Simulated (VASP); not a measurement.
Write the native input for VASP 6.6.1 that does the following.

- Task: single point
- Functional: PBEsol
- Potentials or basis: VASP PAW PBE potentials, release 64 (B, N)
- Cutoff: 600 eV
- k mesh: 13 × 13 × 4
- Occupations: fermi-dirac, width 0.02 eV
- Spin: no spin polarisation
- Dipole correction: no
- Further INCAR settings: ALGO = Normal; EDIFF = 1e-06; NBANDS = 16

The structure of BN lies in POSCAR:

```
BN
1.0
    2.5043499239      0.0000000000      0.0000000000
   -1.2521749619      2.1688306540      0.0000000000
    0.0000000000      0.0000000000      7.0171626245
B N
2 2
Direct
    0.3333333333      0.6666666667      0.2500000000
    0.6666666667      0.3333333333      0.7500000000
    0.3333333333      0.6666666667      0.7500000000
    0.6666666667      0.3333333333      0.2500000000
```

The input as run:

INCAR

```
ALGO = Normal
EDIFF = 1E-6
ENCUT = 600
GGA = PS
GGA_COMPAT = F
ISIF = 2
ISMEAR = -1
LASPH = T
LCHARG = F
LREAL = F
LWAVE = F
NBANDS = 16
NELM = 120
PREC = Accurate
SIGMA = 0.02
```

KPOINTS

```
k-points
0
Gamma
  13 13 4
```

Potentials or basis: VASP PAW PBE potentials, release 64 (B, N).

The run is started by

```console
$ cat potpaw_PBE.64/B/POTCAR potpaw_PBE.64/N/POTCAR > POTCAR
$ mpirun -np 1 vasp_std > vasp.out
```

It gave:

| Property | Result |
| --- | --- |
| Pressure | 0.1 GPa |
| Band gap on the k mesh | 4.29 eV, indirect (least direct gap 4.66 eV) |

Caveat: the PAW data sets were made with another functional, which shifts forces and pressure a little; this functional lacks dispersion, which binds the layers, so the pressure and a relaxed spacing across them are unreliable.

It took 30 s on 1 thread of Intel(R) Xeon(R) Platinum 8259CL CPU @ 2.50GHz (Skylake/Cascade Lake), with other jobs on the host, peak memory 0.17 GiB.
